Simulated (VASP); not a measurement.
A run of VASP 6.6.1:

File INCAR:

```
PREC = Accurate
ENCUT = 520
EDIFF = 1E-7
ISMEAR = 0
SIGMA = 0.05
LREAL = False
LASPH = True
NELM = 60
ALGO = Normal
ISIF = 2
LWAVE = False
LCHARG = False
GGA = PE
IVDW = 12
NBANDS = 11
```

KPOINTS

```
regular mesh
0
Gamma
  15 15 15
```

The input POSCAR:

```
C
1.0
    1.2324809262      0.7115731945      3.3609366220
   -1.2324809262      0.7115731945      3.3609366220
    0.0000000000     -1.4231463891      3.3609366220
C
2
Direct
    0.1677584247      0.1677584247      0.1572183986
    0.8322415753      0.8322415753      0.8427816014
```

Potentials or basis: VASP PAW PBE potentials, release 64 (C).

Run with:

```console
$ cat potpaw_PBE.64/C/POTCAR > POTCAR
$ mpirun -np 1 vasp_std > vasp.out
```

Hardware: 1 thread of Intel(R) Xeon(R) Platinum 8488C (Sapphire Rapids) (shared host).

Problem. How long does it take, and how much memory?

Solution. Run time: 3.2 min on 1 thread of Intel(R) Xeon(R) Platinum 8488C (Sapphire Rapids) (shared host), peak memory 0.28 GiB. Counts: scf iterations 13, k points 904.
